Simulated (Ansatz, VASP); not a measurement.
# One calculation of Si2C, two programs

File INCAR:

```
PREC = Accurate
ENCUT = 520
EDIFF = 1E-6
ISMEAR = 0
SIGMA = 0.2
LREAL = F
LASPH = T
NELM = 100
ALGO = Normal
ISIF = 2
LWAVE = F
LCHARG = T
GGA = PE
LELF = T
LVHAR = T
NBANDS = 36
```

KPOINTS

```
Automatic mesh
0
Gamma
  12 12 1
```

File POSCAR:

```
Si2C
1.0
    3.0130888203      0.0000000000      0.0000000000
   -1.5065444102      2.6094114623      0.0000000000
    0.0000000000      0.0000000000     19.7729680630
Si C
8 4
Direct
    0.3333333333      0.6666666667      0.3705074460
    0.3333333333      0.6666666667      0.8705074460
    0.3333333333      0.6666666667      0.1294925541
    0.3333333333      0.6666666667      0.6294925541
    0.3333333333      0.6666666667      0.2500000000
    0.3333333333      0.6666666667      0.7500000000
    0.6666666667      0.3333333333      0.0000000000
    0.6666666667      0.3333333333      0.5000000000
    0.6666666667      0.3333333333      0.0981845765
    0.6666666667      0.3333333333      0.5981845765
    0.6666666667      0.3333333333      0.4018154235
    0.6666666667      0.3333333333      0.9018154235
```

Input for Ansatz:

```yaml
crystal:
  lattice:
    - [3.0130888203, 0.0, 0.0]
    - [-1.5065444102, 2.6094114623, 0.0]
    - [0.0, 0.0, 19.772968063]
  atoms:
    - { symbol: Si, position: [0.3333333333, 0.6666666667, 0.370507446] }
    - { symbol: Si, position: [0.3333333333, 0.6666666667, 0.870507446] }
    - { symbol: Si, position: [0.3333333333, 0.6666666667, 0.1294925541] }
    - { symbol: Si, position: [0.3333333333, 0.6666666667, 0.6294925541] }
    - { symbol: Si, position: [0.3333333333, 0.6666666667, 0.25] }
    - { symbol: Si, position: [0.3333333333, 0.6666666667, 0.75] }
    - { symbol: Si, position: [0.6666666667, 0.3333333333, 0.0] }
    - { symbol: Si, position: [0.6666666667, 0.3333333333, 0.5] }
    - { symbol: C, position: [0.6666666667, 0.3333333333, 0.0981845765] }
    - { symbol: C, position: [0.6666666667, 0.3333333333, 0.5981845765] }
    - { symbol: C, position: [0.6666666667, 0.3333333333, 0.4018154235] }
    - { symbol: C, position: [0.6666666667, 0.3333333333, 0.9018154235] }
basis:
  ecutwfc: 420
kpoints:
  mp_grid: { grid: [12, 12, 1] }
hamiltonian:
  xc: pbe
scf:
  occupations: { method: gaussian, width: 0.2 }
  lower_state_search: "off"
output:
  forces: true
  stress: true
  eigenvalues: true
```

Alike in both runs: task single point; functional PBE; k mesh 12 × 12 × 1; occupations gaussian, width 0.2 eV; no spin polarisation.

|  | VASP | Ansatz |
| --- | --- | --- |
| version | VASP 6.6.1 | Ansatz 0.2.0 |
| potentials or method | VASP PAW PBE potentials, release 64 (Si, C), cutoff 520 eV | scalar-relativistic, plane waves, PAW |
| valence electrons in the cell | 48 | 48 |

VASP gave:

| Quantity | Value |
| --- | --- |
| gap on the k mesh at the Fermi level (eV) | none |
| pressure (GPa) | 0.0 |
| traceless stress, the component that is largest in VASP (GPa) | -0.72 |
| rms of the force components (eV/Å) | 0.007 |

Q: Estimate Ansatz's values.

A: gap on the k mesh at the Fermi level (eV): none; pressure (GPa): 0.0; traceless stress, the component that is largest in VASP (GPa): -0.66; rms of the force components (eV/Å): 0.005.

Atom by atom the forces differ by 0.004 eV/Å (rms over components). A gap of «none» marks a metal or a gap that the smearing closes. The functional is the same, so the differences come from potentials, cutoffs and numerics.
